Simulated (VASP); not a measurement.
# Ti (P3m1) in VASP: single point with PBE

Aim: the single point of Ti with PBE.

All numbers are computed with VASP 6.6.1; they aren't measurements. Logs are shortened: lines on timing, memory, paths and dates and some standing lists are left out, and cuts for length are marked.

## 1. The cell of the first run

The structure is trigonal, space group P3m1 (No. 156). The conventional cell has a = 4.366 Å, b = 4.366 Å, c = 2.956 Å, α = 90.00°, β = 90.00°, γ = 120.00°. Within 3.6 Å of Ti (site symmetry 3m) lie 14 Ti at 2.76 to 3.11 Å. Within 3.3 Å of Ti (site symmetry 3m) lie 11 Ti at 2.52 to 3.11 Å. Within 3.3 Å of Ti (site symmetry 3m) lie 11 Ti at 2.52 to 3.09 Å.

## 2. Single point, PBE (strained and its atoms moved)

INCAR

```
SYSTEM = Ti
PREC = Accurate ; ENCUT = 520
EDIFF = 1E-6 ; ISMEAR = 0
SIGMA = 0.1 ; LREAL = .False.
LASPH = .True. ; NELM = 60
ALGO = Fast ; ISIF = 2
LWAVE = .False. ; LCHARG = .False.
GGA = PE ; NBANDS = 25
```

KPOINTS

```
Automatic mesh
0
Gamma
  12 12 12
  0 0 0
```

POSCAR

```
Ti
1.0
    4.3656338843      0.0000000000      0.0000000000
   -2.1828169422      3.7807498474      0.0000000000
    0.0000000000      0.0000000000      2.9557710449
Ti
3
Direct
    0.0000000000      0.0000000000     -0.0747597394
    0.3333333300      0.6666666700      0.5431682423
    0.6666666700      0.3333333300      0.5315914971
```

Potentials or basis: VASP PAW PBE potentials, release 64 (Ti_sv).

The run is started by

```sh
$ cat potpaw_PBE.64/Ti_sv/POTCAR > POTCAR
$ mpirun -np 1 vasp_std > vasp.out
```

OUTCAR:

```text
SYSTEM = Ti
   PREC = Accurate
   ENCUT = 520
   EDIFF = 1E-6
   ISMEAR = 0
   LREAL = .False.
   LASPH = .True.
   NELM = 60
   ISIF = 2
   GGA = PE

 ion  position               nearest neighbor table
   1  0.000  0.000  0.925-   2 2.76   2 2.76   2 2.76   3 2.78   3 2.78   3 2.78
   2  0.333  0.667  0.543-   3 2.52   3 2.52   3 2.52   1 2.76   1 2.76   1 2.76
   3  0.667  0.333  0.532-   2 2.52   2 2.52   2 2.52   1 2.78   1 2.78   1 2.78

  LATTYP: Found a hexagonal cell.
 ALAT       =     4.3656338843
 C/A-ratio  =     0.6770542659

  Lattice vectors:

 A1 = (   4.3656338843,   0.0000000000,   0.0000000000)
 A2 = (  -2.1828169422,   3.7807498474,   0.0000000000)
 A3 = (   0.0000000000,   0.0000000000,   2.9557710449)

Analysis of symmetry for initial positions (statically):
=====================================================================
 Subroutine PRICEL returns:
 Original cell was already a primitive cell.

 Routine SETGRP: Setting up the symmetry group for a
 hexagonal supercell.

 Subroutine GETGRP returns: Found  6 space group operations
 (whereof  6 operations were pure point group operations)
 out of a pool of 24 trial point group operations.

The static configuration has the point symmetry C_3v.

Analysis of symmetry for dynamics (positions and initial velocities):
=====================================================================
 Subroutine PRICEL returns:
 Original cell was already a primitive cell.

 Routine SETGRP: Setting up the symmetry group for a
 hexagonal supercell.

 Subroutine GETGRP returns: Found  6 space group operations
 (whereof  6 operations were pure point group operations)
 out of a pool of 24 trial point group operations.

The dynamic configuration has the point symmetry C_3v.

 Subroutine INISYM returns: Found  6 space group operations
 (whereof  6 operations are pure point group operations),
 and found     1 'primitive' translations

----------------------------------------------------------------------------------------

                                     Primitive cell

  volume of cell :      48.7861

  direct lattice vectors                    reciprocal lattice vectors
     4.365633884  0.000000000  0.000000000     0.229061810  0.132248898  0.000000000
    -2.182816942  3.780749847  0.000000000     0.000000000  0.264497796  0.000000000
     0.000000000  0.000000000  2.955771045     0.000000000  0.000000000  0.338321198

  length of vectors
     4.365633884  4.365633884  2.955771045     0.264497796  0.264497796  0.338321198

  position of ions in fractional coordinates (direct lattice)
     0.000000000  0.000000000  0.925240261
     0.333333330  0.666666670  0.543168242
     0.666666670  0.333333330  0.531591497

  ion indices of the primitive-cell ions
   primitive index   ion index
                 1           1
                 2           2
                 3           3

----------------------------------------------------------------------------------------

 KPOINTS: Automatic mesh

Automatic generation of k-mesh.
 Grid dimensions read from file:
 generate k-points for:   12   12   12

 Generating k-lattice:

  Cartesian coordinates                     Fractional coordinates (reciprocal lattice)
     0.019088484  0.011020741  0.000000000     0.083333333  0.000000000  0.000000000
     0.000000000  0.022041483  0.000000000     0.000000000  0.083333333  0.000000000
     0.000000000  0.000000000  0.028193433     0.000000000  0.000000000  0.083333333

  Length of vectors
     0.022041483  0.022041483  0.028193433

  Shift w.r.t. Gamma in fractional coordinates (k-lattice)
     0.000000000  0.000000000  0.000000000

 Subroutine IBZKPT returns following result:
 ===========================================

 Found    193 irreducible k-points:

 Following reciprocal coordinates:
            Coordinates               Weight
  0.000000  0.000000  0.000000      1.000000
  0.083333  0.000000  0.000000      6.000000
  0.166667  0.000000  0.000000      6.000000
  0.250000  0.000000  0.000000      6.000000
  0.333333 -0.000000  0.000000      6.000000
  0.416667  0.000000  0.000000      6.000000
[... 16 lines left out ...]
  0.166667  0.000000  0.083333      6.000000
  0.000000  0.166667  0.083333      6.000000
 [... further k-points ...]
   k-points           NKPTS =    193   k-points in BZ     NKDIM =    193   number of bands    NBANDS=     25
   number of dos      NEDOS =    301   number of ions     NIONS =      3
   total plane-waves  NPLWV =  24576
   dimension x,y,z NGX =    32 NGY =   32 NGZ =   24
   dimension x,y,z NGXF=    64 NGYF=   64 NGZF=   48
   ions per type =               3
   NGX,Y,Z   is equivalent  to a cutoff of  12.19, 12.19, 13.50 a.u.
   NGXF,Y,Z  is equivalent  to a cutoff of  24.37, 24.37, 27.00 a.u.
 SYSTEM =  Ti
   PREC   = accura    normal or accurate (medium, high low for compatibility)
   ISTART =      0    job   : 0-new  1-cont  2-samecut
   ICHARG =      2    charge: 1-file 2-atom 10-const
   ISPIN  =      1    spin polarized calculation?
   LNONCOLLINEAR =      F non collinear calculations
   LSORBIT =      F    spin-orbit coupling
   LASPH  =      T    aspherical Exc in radial PAW
   ENCUT  =  520.0 eV  38.22 Ry    6.18 a.u.   8.12  8.12  5.50*2*pi/ulx,y,z
   NELM   =     60;   NELMIN=  2; NELMDL= -5     # of ELM steps
   EDIFF  = 0.1E-05   stopping-criterion for ELM
   LREAL  =      F    real-space projection
   EDIFFG = 0.1E-04   stopping-criterion for IOM
   NSW    =      0    number of steps for IOM
   IBRION =     -1    ionic relax: 0-MD 1-quasi-New 2-CG
   NFREE  =      0    steps in history (QN), initial steepest desc. (CG)
   ISIF   =      2    stress and relaxation
   ISYM   =      2    0-nonsym 1-usesym 2-fastsym
   POTIM  = 0.5000    time-step for ionic-motion
   TEBEG  =    0.0;   TEEND  =   0.0 temperature during run
   PSTRESS=    0.0 pullay stress
   NELECT =      36.0000    total number of electrons
   NUPDOWN=      -1.0000    fix difference up-down
   EMIN   =  10.00;   EMAX   =-10.00  energy-range for DOS
   EFERMI =   0.00;   METHOD = LEGACY
   ISMEAR =     0;   SIGMA  =   0.10  broadening in eV -4-tet -1-fermi 0-gaus
   EFERMI_NEDOS =   21; number of points for ismear=-14 and -15
   IALGO  =     68    algorithm
   IMIX   =      4    mixing-type and parameters
     AMIX     =   0.40;   BMIX     =  1.00
     AMIX_MAG =   1.60;   BMIX_MAG =  1.00
  volume/ion in A,a.u.               =      16.26       109.74
  Fermi-wavevector in a.u.,A,eV,Ry     =   1.479371  2.795605 29.776859  2.188537
  Thomas-Fermi vector in A             =   2.593537
   LORBIT       =      0    0 simple, 1 ext, 2 COOP (PROOUT), +10 PAW based schemes
   GGA     = PE    functional components
   LHFCALC =     F    Hartree Fock is set to
   AEXX    =    0.0000 exact exchange contribution
   IVDW    =     0    specifies the selected vdW correction
   LEPSILON=     F    determine dielectric tensor
   LRPA    =     F    only Hartree local field effects (RPA)
 non-spin polarized calculation
 RMM-DIIS sequential band-by-band and
 Gauss-broadening in eV      SIGMA  =   0.10
  energy-cutoff  :      520.00
  volume of cell :       48.79
 maximum number of plane-waves:      1342
   NGX = 17   NGY = 17   NGZ = 11

 number of electron      36.0000002 magnetization

 Free energy of the ion-electron system (eV)
  ---------------------------------------------------
  ext. energy  EPLUGINS =         0.00000000
  ---------------------------------------------------
  free energy    TOTEN  =       -23.04009498 eV

  energy without entropy =      -23.02680954  energy(sigma->0) =      -23.03345226

 E-fermi :   8.8577     XC(G=0): -11.7826

 val. band max:        8.8450471264   @ k =   0.4167   0.1667   0.2500
 cond. band min:       8.8605969651   @ k =  -0.0833   0.5000   0.1667
 fundamental gap:      0.0155498387
 Fermi energy:         8.8577375769

 k-point     1 :       0.0000    0.0000    0.0000
  band No.  band energies     occupation
      1     -47.8407      2.00000
      2     -47.5571      2.00000
      3     -47.3017      2.00000
      4     -24.1932      2.00000
      5     -24.1932      2.00000
      6     -24.1577      2.00000
[... 17 lines left out ...]
     24      10.6581      0.00000
     25      10.8366      0.00000

 k-point     2 :       0.0833    0.0000    0.0000
  band No.  band energies     occupation
      1     -47.8383      2.00000
      2     -47.5553      2.00000
      3     -47.3062      2.00000
      4     -24.2582      2.00000
      5     -24.2490      2.00000
      6     -24.0919      2.00000
[... 17 lines left out ...]
     24      10.6010      0.00000
     25      11.0170      0.00000

 k-point     3 :       0.1667    0.0000    0.0000
  band No.  band energies     occupation
      1     -47.8317      2.00000
      2     -47.5494      2.00000
      3     -47.3193      2.00000
      4     -24.3320      2.00000
      5     -24.2893      2.00000
      6     -24.0159      2.00000
[... 17 lines left out ...]
     24      10.7320      0.00000
     25      11.2305      0.00000

 k-point     4 :       0.2500    0.0000    0.0000
  band No.  band energies     occupation
      1     -47.8230      2.00000
      2     -47.5389      2.00000
      3     -47.3395      2.00000
      4     -24.3953      2.00000
      5     -24.2941      2.00000
      6     -23.9494      2.00000
[... 17 lines left out ...]
     24      11.0151      0.00000
     25      11.4652      0.00000

 k-point     5 :       0.3333   -0.0000    0.0000
  band No.  band energies     occupation
      1     -47.8145      2.00000
      2     -47.5239      2.00000
      3     -47.3640      2.00000
      4     -24.4437      2.00000
      5     -24.2631      2.00000
      6     -23.9288      2.00000
[... 17 lines left out ...]
     24      11.3470      0.00000
     25      11.6671      0.00000

 k-point     6 :       0.4167    0.0000    0.0000
  band No.  band energies     occupation
      1     -47.8086      2.00000
      2     -47.5074      2.00000
      3     -47.3870      2.00000
      4     -24.4741      2.00000
      5     -24.2064      2.00000
      6     -23.9754      2.00000
[... 17 lines left out ...]
     24      11.3540      0.00000
     25      11.7138      0.00000
[... 393 lines left out ...]
 k-point    21 :       0.0833    0.0000    0.0833
  band No.  band energies     occupation
      1     -47.8348      2.00000
      2     -47.5543      2.00000
      3     -47.3041      2.00000
      4     -24.2513      2.00000
      5     -24.2444      2.00000
      6     -24.0910      2.00000
[... 17 lines left out ...]
     24      10.6334      0.00000
     25      11.1346      0.00000

 k-point    22 :       0.0000    0.0833    0.0833
  band No.  band energies     occupation
      1     -47.8348      2.00000
      2     -47.5543      2.00000
      3     -47.3041      2.00000
      4     -24.2534      2.00000
      5     -24.2426      2.00000
      6     -24.0884      2.00000
[... 17 lines left out ...]
     24      10.5874      0.00000
     25      11.1547      0.00000

 k-point    23 :       0.1667    0.0000    0.0833
  band No.  band energies     occupation
      1     -47.8284      2.00000
      2     -47.5482      2.00000
      3     -47.3172      2.00000
      4     -24.3241      2.00000
      5     -24.2843      2.00000
      6     -24.0167      2.00000
[... 17 lines left out ...]
     24      10.7306      0.00000
     25      11.4326      0.00000

 k-point    24 :       0.0000    0.1667    0.0833
  band No.  band energies     occupation
      1     -47.8284      2.00000
      2     -47.5482      2.00000
      3     -47.3172      2.00000
      4     -24.3258      2.00000
      5     -24.2835      2.00000
      6     -24.0141      2.00000
[... 17 lines left out ...]
     24      10.6806      0.00000
     25      11.3896      0.00000

 [... further k-points ...]

------------------------ aborting loop because EDIFF is reached ----------------------------------------

  FORCE on cell =-STRESS in cart. coord.  units (eV):
  Direction    XX          YY          ZZ          XY          YZ          ZX
  --------------------------------------------------------------------------------------
  -------------------------------------------------------------------------------------
  Total        3.9822733      3.9822733     -0.8050929     -0.0000000      0.0000000      0.0000000
  in kB      130.7812857    130.7812857    -26.4399456     -0.0000000      0.0000000      0.0000000
  external PRESSURE =      78.3742086 kB  Pullay stress =       0.0000000 kB

 VOLUME and BASIS-vectors are now :
 -----------------------------------------------------------------------------
  energy-cutoff  :      520.00
  volume of cell :       48.79
      direct lattice vectors                 reciprocal lattice vectors
     4.365633884  0.000000000  0.000000000     0.229061810  0.132248898  0.000000000
    -2.182816942  3.780749847  0.000000000     0.000000000  0.264497796  0.000000000
     0.000000000  0.000000000  2.955771045     0.000000000  0.000000000  0.338321198

 POSITION                                       TOTAL-FORCE (eV/Angst)
 -----------------------------------------------------------------------------------
      0.00000      0.00000      2.73480         0.000000      0.000000      1.743556
     -0.00000      2.52050      1.60548         0.000000      0.000000     -0.890387
      2.18282      1.26025      1.57126        -0.000000      0.000000     -0.853169
 -----------------------------------------------------------------------------------
    total drift:                               -0.000000      0.000000      0.000144

  FREE ENERGIE OF THE ION-ELECTRON SYSTEM (eV)
  ---------------------------------------------------
  free  energy   TOTEN  =       -23.0400949796 eV

  energy  without entropy=      -23.0268095421  energy(sigma->0) =      -23.03345226
```

It took 6 min on 1 thread of Intel Xeon Platinum 8481C at 2.70GHz (Sapphire Rapids), shared host; peak memory 0.29 GiB.

What came out:

| Quantity | Value |
| --- | --- |
| Free energy | -23.0401 eV |
| Pressure | 7.8 GPa |
| Largest force | 1.744 eV/Å |
| Band gap on the k mesh | zero (band 18 reaches 9.25 eV, above the bottom of band 19 at 8.67 eV) |

Forces in eV/Å, atoms in the order of the input:
```
Ti   0.000  0.000  1.744
Ti   0.000  0.000 -0.890
Ti   0.000  0.000 -0.853
```

Levels at points of the mesh, in eV from the Fermi level:
```csv
k point,band 14,band 15,band 16,band 17,band 18,band 19,band 20,band 21,band 22,band 23
"(0.00, 0.00, 0.00)",-1.91,-0.54,-0.54,-0.46,-0.46,0.60,0.91,1.26,1.26,1.80
"(0.50, 0.00, 0.00)",-3.31,-2.61,-0.45,-0.36,-0.28,0.22,0.73,0.76,1.87,1.98
"(0.00, 0.00, 0.50)",-2.09,-2.09,-2.00,-1.59,-1.59,1.29,1.29,1.54,1.54,3.15
"(0.50, 0.00, 0.50)",-2.13,-1.78,-1.10,-0.94,-0.62,0.43,0.45,1.23,1.55,2.47
```

Caveat: the cell differs from its parent crystal (strained and its atoms moved); forces of over 1 eV/Å act on the atoms, so gaps and moduli don't describe the material at rest.
